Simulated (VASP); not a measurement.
## K: single point with PBE

Crystal: K.

```
K
1.0
    -2.74342    2.74342    2.74342
     2.74342   -2.74342    2.74342
     2.74342    2.74342   -2.74342
K
1
Direct
  0.00000 0.00000 0.00000
```

```json
{
  "Program": "VASP 6.6.1",
  "Task": "single point",
  "Functional": "PBE",
  "Potentials or basis": "VASP PAW PBE potentials, release 64 (K_sv)",
  "Cutoff": "520 eV",
  "k mesh": "14 × 14 × 14",
  "Occupations": "fermi-dirac, width 0.1 eV",
  "Spin": "no spin polarisation"
}
```

- Pressure: -0.3 GPa
- Band gap on the k mesh: zero (an odd number of electrons rules out a gap without spin polarisation)

Levels at points of the mesh, in eV from the Fermi level:
| k point | band 1 | band 2 | band 3 | band 4 | band 5 | band 6 | band 7 | band 8 | band 9 |
| --- | --- | --- | --- | --- | --- | --- | --- | --- | --- |
| (0.00, 0.00, 0.00) | -32.21 | -15.67 | -15.67 | -15.67 | -2.00 | 4.17 | 4.17 | 4.17 | 5.01 |
| (0.50, 0.00, 0.00) | -32.21 | -15.71 | -15.68 | -15.67 | 0.44 | 0.63 | 3.11 | 4.61 | 5.51 |
| (0.50, 0.50, 0.50) | -32.21 | -15.70 | -15.70 | -15.70 | 1.72 | 1.72 | 3.18 | 3.18 | 3.18 |

Wall time 27 s on 1 thread of Intel(R) Xeon(R) Platinum 8559C (Emerald Rapids), with other jobs on the host, peak memory 0.24 GiB.
